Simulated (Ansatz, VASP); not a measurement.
Rh: VASP beside Ansatz

```
Rh
1.0
     0.00000    1.90299    1.90299
     1.90299    0.00000    1.90299
     1.90299    1.90299    0.00000
Rh
1
Direct
  0.00000 0.00000 0.00000
```

Alike in both runs: task relaxation of cell and atoms; functional LDA; k mesh 8 × 8 × 8; occupations gaussian, width 0.1 eV; no spin polarisation.

|  | VASP | Ansatz |
| --- | --- | --- |
| version | VASP 6.6.1 | Ansatz 0.2.0 |
| potentials or method | VASP PAW LDA potentials, release 64 (Rh_pv), cutoff 500 eV | scalar-relativistic, plane waves, PAW |
| valence electrons in the cell | 15 | 17 |

|  | VASP | Ansatz | Ansatz less VASP |
| --- | --- | --- | --- |
| gap on the k mesh at the Fermi level, each at its own relaxed structure (eV) | none | none | - |
| relaxed volume (Å³/atom) | 13.32 | 13.27 | -0.050 |
| relaxed cell length with the largest relative difference (Å) | 2.661 | 2.657 | -0.0034 |

Ansatz warns that its potentials were made for another functional, while VASP's fit it. LDA's correlation is that of Perdew and Zunger in VASP and of Perdew and Wang (1992) in Ansatz. A gap of «none» marks a metal or a gap that the smearing closes. VASP's potentials hold 15 valence electrons a cell and Ansatz's 17, so a difference there can come from the potentials and not from the codes.
